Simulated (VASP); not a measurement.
# Al3Cu (Pmmm) in VASP: single point with LDA

Aim: the single point of Al3Cu with LDA.

All numbers are computed with VASP 6.6.1; they aren't measurements. Logs are shortened: lines on timing, memory, paths and dates and some standing lists are left out, and cuts for length are marked.

## Step 1: The cell of the first run

The structure is orthorhombic, space group Pmmm (No. 47). Conventional cell: a = 3.713 Å, b = 3.855 Å, c = 3.996 Å, α = 90.00°, β = 90.00°, γ = 90.00°. Within 3.5 Å of Al (site symmetry mmm) lie 8 Al at 2.68 to 2.73 Å and 4 Cu at 2.78 Å. Al (site symmetry mmm) has 4 Cu at 2.68 Å and 8 Al at 2.73 to 2.78 Å within 3.5 Å. Within 3.5 Å of Al (site symmetry mmm) lie 8 Al at 2.68 to 2.78 Å and 4 Cu at 2.73 Å. Cu (site symmetry mmm) has 12 Al at 2.68 to 2.78 Å within 3.5 Å.

## Step 2: Single point, LDA

INCAR reads:

```
SYSTEM = Al3Cu
ALGO     = Fast           ! electronic algorithm
EDIFF    = 1E-6           ! SCF threshold, eV
ENCUT    = 520            ! plane-wave cutoff, eV
ISIF     = 2              ! what is computed and relaxed
ISMEAR   = 0              ! smearing method
LASPH    = .True.         ! aspherical terms in the spheres
LCHARG   = .False.        ! write CHGCAR
LREAL    = .False.        ! projectors in reciprocal space
LWAVE    = .False.        ! write WAVECAR
NBANDS   = 18             ! bands
NELM     = 100            ! most SCF steps
PREC     = Accurate       ! precision mode
SIGMA    = 0.15           ! smearing width, eV
```

KPOINTS reads:

```
k-points
0
Gamma
  10 10 10
  0 0 0
```

POSCAR reads:

```
Al3Cu
1.0
    3.7134057409      0.0000000000      0.0000000000
    0.0000000000      3.9963539205      0.0000000000
    0.0000000000      0.0000000000      3.8548798307
Al Cu
3 1
Direct
    0.0000000000      0.5000000000      0.5000000000
    0.5000000000      0.0000000000      0.5000000000
    0.5000000000      0.5000000000      0.0000000000
    0.0000000000      0.0000000000      0.0000000000
```

Potentials or basis: VASP PAW LDA potentials, release 64 (Al, Cu).

The run is started by

```bash
$ cat potpaw_LDA.64/Al/POTCAR potpaw_LDA.64/Cu/POTCAR > POTCAR
$ mpirun -np 1 vasp_std > vasp.out
```

OUTCAR:

```text
SYSTEM = Al3Cu
   EDIFF = 1E-6
   ENCUT = 520
   ISIF = 2
   ISMEAR = 0
   LASPH = .True.
   LREAL = .False.
   NELM = 100
   PREC = Accurate

 ion  position               nearest neighbor table
   1  0.000  0.500  0.500-   3 2.68   3 2.68   3 2.68   3 2.68   2 2.73   2 2.73   2 2.73   2 2.73
                             4 2.78   4 2.78   4 2.78   4 2.78
   2  0.500  0.000  0.500-   4 2.68   4 2.68   4 2.68   4 2.68   1 2.73   1 2.73   1 2.73   1 2.73
                             3 2.78   3 2.78   3 2.78   3 2.78
   3  0.500  0.500  0.000-   1 2.68   1 2.68   1 2.68   1 2.68   4 2.73   4 2.73   4 2.73   4 2.73
                             2 2.78   2 2.78   2 2.78   2 2.78
   4  0.000  0.000  0.000-   2 2.68   2 2.68   2 2.68   2 2.68   3 2.73   3 2.73   3 2.73   3 2.73
                             1 2.78   1 2.78   1 2.78   1 2.78

  LATTYP: Found a simple orthorhombic cell.
 ALAT       =     3.7134057409
 B/A-ratio  =     1.0380982041
 C/A-ratio  =     1.0761964082

  Lattice vectors:

 A1 = (  -3.7134057409,   0.0000000000,   0.0000000000)
 A2 = (   0.0000000000,   0.0000000000,   3.8548798307)
 A3 = (   0.0000000000,   3.9963539205,   0.0000000000)

Analysis of symmetry for initial positions (statically):
=====================================================================
 Subroutine PRICEL returns:
 Original cell was already a primitive cell.

 Routine SETGRP: Setting up the symmetry group for a
 simple orthorhombic supercell.

 Subroutine GETGRP returns: Found  8 space group operations
 (whereof  8 operations were pure point group operations)
 out of a pool of  8 trial point group operations.

The static configuration has the point symmetry D_2h.

Analysis of symmetry for dynamics (positions and initial velocities):
=====================================================================
 Subroutine PRICEL returns:
 Original cell was already a primitive cell.

 Routine SETGRP: Setting up the symmetry group for a
 simple orthorhombic supercell.

 Subroutine GETGRP returns: Found  8 space group operations
 (whereof  8 operations were pure point group operations)
 out of a pool of  8 trial point group operations.

The dynamic configuration has the point symmetry D_2h.

 Subroutine INISYM returns: Found  8 space group operations
 (whereof  8 operations are pure point group operations),
 and found     1 'primitive' translations

----------------------------------------------------------------------------------------

                                     Primitive cell

  volume of cell :      57.2067

  direct lattice vectors                    reciprocal lattice vectors
     3.713405741  0.000000000  0.000000000     0.269294569  0.000000000  0.000000000
     0.000000000  3.996353920  0.000000000     0.000000000  0.250228088  0.000000000
     0.000000000  0.000000000  3.854879831     0.000000000  0.000000000  0.259411459

  length of vectors
     3.713405741  3.996353920  3.854879831     0.269294569  0.250228088  0.259411459

  position of ions in fractional coordinates (direct lattice)
     0.000000000  0.500000000  0.500000000
     0.500000000  0.000000000  0.500000000
     0.500000000  0.500000000  0.000000000
     0.000000000  0.000000000  0.000000000

  ion indices of the primitive-cell ions
   primitive index   ion index
                 1           1
                 2           2
                 3           3
                 4           4

----------------------------------------------------------------------------------------

 KPOINTS: k-points

Automatic generation of k-mesh.
 Grid dimensions read from file:
 generate k-points for:   10   10   10

 Generating k-lattice:

  Cartesian coordinates                     Fractional coordinates (reciprocal lattice)
     0.026929457  0.000000000  0.000000000     0.100000000  0.000000000  0.000000000
     0.000000000  0.025022809  0.000000000     0.000000000  0.100000000  0.000000000
     0.000000000  0.000000000  0.025941146     0.000000000  0.000000000  0.100000000

  Length of vectors
     0.026929457  0.025022809  0.025941146

  Shift w.r.t. Gamma in fractional coordinates (k-lattice)
     0.000000000  0.000000000  0.000000000

 Subroutine IBZKPT returns following result:
 ===========================================

 Found    216 irreducible k-points:

 Following reciprocal coordinates:
            Coordinates               Weight
  0.000000  0.000000  0.000000      1.000000
  0.100000  0.000000  0.000000      2.000000
  0.200000  0.000000  0.000000      2.000000
  0.300000  0.000000  0.000000      2.000000
  0.400000  0.000000  0.000000      2.000000
  0.500000  0.000000  0.000000      1.000000
[... 16 lines left out ...]
  0.400000  0.300000  0.000000      4.000000
  0.500000  0.300000  0.000000      2.000000
 [... further k-points ...]
   k-points           NKPTS =    216   k-points in BZ     NKDIM =    216   number of bands    NBANDS=     18
   number of dos      NEDOS =    301   number of ions     NIONS =      4
   total plane-waves  NPLWV =  25200
   dimension x,y,z NGX =    28 NGY =   30 NGZ =   30
   dimension x,y,z NGXF=    56 NGYF=   60 NGZF=   60
   ions per type =               3   1
   NGX,Y,Z   is equivalent  to a cutoff of  12.54, 12.48, 12.94 a.u.
   NGXF,Y,Z  is equivalent  to a cutoff of  25.07, 24.96, 25.88 a.u.
 SYSTEM =  Al3Cu
   PREC   = accura    normal or accurate (medium, high low for compatibility)
   ISTART =      0    job   : 0-new  1-cont  2-samecut
   ICHARG =      2    charge: 1-file 2-atom 10-const
   ISPIN  =      1    spin polarized calculation?
   LNONCOLLINEAR =      F non collinear calculations
   LSORBIT =      F    spin-orbit coupling
   LASPH  =      T    aspherical Exc in radial PAW
   ENCUT  =  520.0 eV  38.22 Ry    6.18 a.u.   6.90  7.43  7.17*2*pi/ulx,y,z
   NELM   =    100;   NELMIN=  2; NELMDL= -5     # of ELM steps
   EDIFF  = 0.1E-05   stopping-criterion for ELM
   LREAL  =      F    real-space projection
   EDIFFG = 0.1E-04   stopping-criterion for IOM
   NSW    =      0    number of steps for IOM
   IBRION =     -1    ionic relax: 0-MD 1-quasi-New 2-CG
   NFREE  =      0    steps in history (QN), initial steepest desc. (CG)
   ISIF   =      2    stress and relaxation
   ISYM   =      2    0-nonsym 1-usesym 2-fastsym
   POTIM  = 0.5000    time-step for ionic-motion
   TEBEG  =    0.0;   TEEND  =   0.0 temperature during run
   PSTRESS=    0.0 pullay stress
   NELECT =      20.0000    total number of electrons
   NUPDOWN=      -1.0000    fix difference up-down
   EMIN   =  10.00;   EMAX   =-10.00  energy-range for DOS
   EFERMI =   0.00;   METHOD = LEGACY
   ISMEAR =     0;   SIGMA  =   0.15  broadening in eV -4-tet -1-fermi 0-gaus
   EFERMI_NEDOS =   21; number of points for ismear=-14 and -15
   IALGO  =     68    algorithm
   IMIX   =      4    mixing-type and parameters
     AMIX     =   0.40;   BMIX     =  1.00
     AMIX_MAG =   1.60;   BMIX_MAG =  1.00
  volume/ion in A,a.u.               =      14.30        96.51
  Fermi-wavevector in a.u.,A,eV,Ry     =   1.153283  2.179388 18.096577  1.330061
  Thomas-Fermi vector in A             =   2.289928
   LORBIT       =      0    0 simple, 1 ext, 2 COOP (PROOUT), +10 PAW based schemes
   GGA     = CA    functional components
   LHFCALC =     F    Hartree Fock is set to
   AEXX    =    0.0000 exact exchange contribution
   IVDW    =     0    specifies the selected vdW correction
   LEPSILON=     F    determine dielectric tensor
   LRPA    =     F    only Hartree local field effects (RPA)
 non-spin polarized calculation
 RMM-DIIS sequential band-by-band and
 Gauss-broadening in eV      SIGMA  =   0.15
  energy-cutoff  :      520.00
  volume of cell :       57.21
 maximum number of plane-waves:      1564
 NGX is ok and might be reduce to    28
   NGX = 13   NGY = 15   NGZ = 15

 number of electron      20.0000013 magnetization

 Free energy of the ion-electron system (eV)
  ---------------------------------------------------
  ext. energy  EPLUGINS =         0.00000000
  ---------------------------------------------------
  free energy    TOTEN  =       -17.35197910 eV

  energy without entropy =      -17.33367426  energy(sigma->0) =      -17.34282668

 E-fermi :   8.6063     XC(G=0): -11.1701

 val. band max:        8.6040966323   @ k =   0.2000   0.5000   0.4000
 cond. band min:       8.6082850505   @ k =   0.3000   0.1000   0.5000
 fundamental gap:      0.0041884182
 Fermi energy:         8.6063292542

 k-point     1 :       0.0000    0.0000    0.0000
  band No.  band energies     occupation
      1      -2.8489      2.00000
      2       3.9947      2.00000
      3       4.1673      2.00000
      4       4.8287      2.00000
      5       4.8340      2.00000
      6       4.8411      2.00000
[... 10 lines left out ...]
     17      15.7898      0.00000
     18      16.1905      0.00000

 k-point     2 :       0.1000    0.0000    0.0000
  band No.  band energies     occupation
      1      -2.7411      2.00000
      2       4.0049      2.00000
      3       4.0852      2.00000
      4       4.7403      2.00000
      5       4.7624      2.00000
      6       4.8386      2.00000
[... 10 lines left out ...]
     17      15.2881      0.00000
     18      15.3977      0.00000

 k-point     3 :       0.2000    0.0000    0.0000
  band No.  band energies     occupation
      1      -2.4190      2.00000
      2       3.4153      2.00000
      3       4.1094      2.00000
      4       4.5737      2.00000
      5       4.6276      2.00000
      6       4.8506      2.00000
[... 10 lines left out ...]
     17      15.3566      0.00000
     18      15.5900      0.00000

 k-point     4 :       0.3000    0.0000    0.0000
  band No.  band energies     occupation
      1      -1.8865      2.00000
      2       2.1966      2.00000
      3       4.2027      2.00000
      4       4.4388      2.00000
      5       4.5027      2.00000
      6       4.8655      2.00000
[... 375 lines left out ...]
      4       4.3605      2.00000
      5       4.5657      2.00000
      6       4.6904      2.00000
[... 10 lines left out ...]
     17      15.7471      0.00000
     18      15.9845      0.00000

 k-point    23 :       0.4000    0.3000    0.0000
  band No.  band energies     occupation
      1      -0.3653      2.00000
      2       1.6954      2.00000
      3       2.9586      2.00000
      4       4.1496      2.00000
      5       4.5063      2.00000
      6       4.7127      2.00000
[... 10 lines left out ...]
     17      14.7417      0.00000
     18      15.9456      0.00000

 k-point    24 :       0.5000    0.3000    0.0000
  band No.  band energies     occupation
      1       0.3237      2.00000
      2       0.8467      2.00000
      3       3.3610      2.00000
      4       3.8913      2.00000
      5       4.4821      2.00000
      6       4.7244      2.00000
[... 10 lines left out ...]
     17      14.9646      0.00000
     18      15.3157      0.00000

 [... further k-points ...]

------------------------ aborting loop because EDIFF is reached ----------------------------------------

  FORCE on cell =-STRESS in cart. coord.  units (eV):
  Direction    XX          YY          ZZ          XY          YZ          ZX
  --------------------------------------------------------------------------------------
  -------------------------------------------------------------------------------------
  Total        1.6953782     -1.2500185      0.3225775      0.0000000      0.0000000     -0.0000000
  in kB       47.4821069    -35.0090115      9.0343611      0.0000000      0.0000000     -0.0000000
  external PRESSURE =       7.1691521 kB  Pullay stress =       0.0000000 kB

 VOLUME and BASIS-vectors are now :
 -----------------------------------------------------------------------------
  energy-cutoff  :      520.00
  volume of cell :       57.21
      direct lattice vectors                 reciprocal lattice vectors
     3.713405741  0.000000000  0.000000000     0.269294569  0.000000000  0.000000000
     0.000000000  3.996353920  0.000000000     0.000000000  0.250228088  0.000000000
     0.000000000  0.000000000  3.854879831     0.000000000  0.000000000  0.259411459

 POSITION                                       TOTAL-FORCE (eV/Angst)
 -----------------------------------------------------------------------------------
      0.00000      1.99818      1.92744         0.000000      0.000000      0.000000
      1.85670      0.00000      1.92744         0.000000      0.000000      0.000000
      1.85670      1.99818      0.00000         0.000000      0.000000      0.000000
      0.00000      0.00000      0.00000         0.000000      0.000000      0.000000
 -----------------------------------------------------------------------------------
    total drift:                               -0.000000     -0.000000     -0.000000

  FREE ENERGIE OF THE ION-ELECTRON SYSTEM (eV)
  ---------------------------------------------------
  free  energy   TOTEN  =       -17.3519791025 eV

  energy  without entropy=      -17.3336742608  energy(sigma->0) =      -17.34282668
```

It took 1.7 min on 1 thread of AMD EPYC 9R45 (Zen 5), shared host; peak memory 0.27 GiB.

What came out:

| Property | Result |
| --- | --- |
| Free energy | -17.3520 eV |
| Pressure | 0.7 GPa |
| Band gap on the k mesh | zero (bands 10 and 11 overlap by 3.82 eV) |

Levels at points of the mesh, in eV from the Fermi level:
```tsv
k point	band 8	band 9	band 10	band 11	band 12	band 13
(0.00, 0.00, 0.00)	-2.47	-1.82	-0.83	0.29	1.12	6.19
(0.50, 0.00, 0.00)	-0.16	0.11	0.36	0.47	0.55	1.99
(0.00, 0.50, 0.00)	0.12	0.15	0.68	0.74	0.77	2.46
(0.50, 0.50, 0.00)	-3.41	-3.20	1.37	2.88	3.26	3.36
(0.00, 0.00, 0.50)	-0.30	-0.09	0.37	0.85	0.88	2.00
(0.50, 0.00, 0.50)	-3.40	-3.22	1.01	2.68	2.87	2.93
(0.00, 0.50, 0.50)	-3.50	-3.19	1.81	3.34	3.53	3.87
(0.50, 0.50, 0.50)	-3.59	-3.52	-2.51	-2.01	-1.93	-1.84
```

Caveat: the cell differs from its parent crystal (strain +e along x and -e along y -0.0367, strain +e along z and -e/2 along x and y +0.0000); the stress differs along the axes, from -4 to 5 GPa.
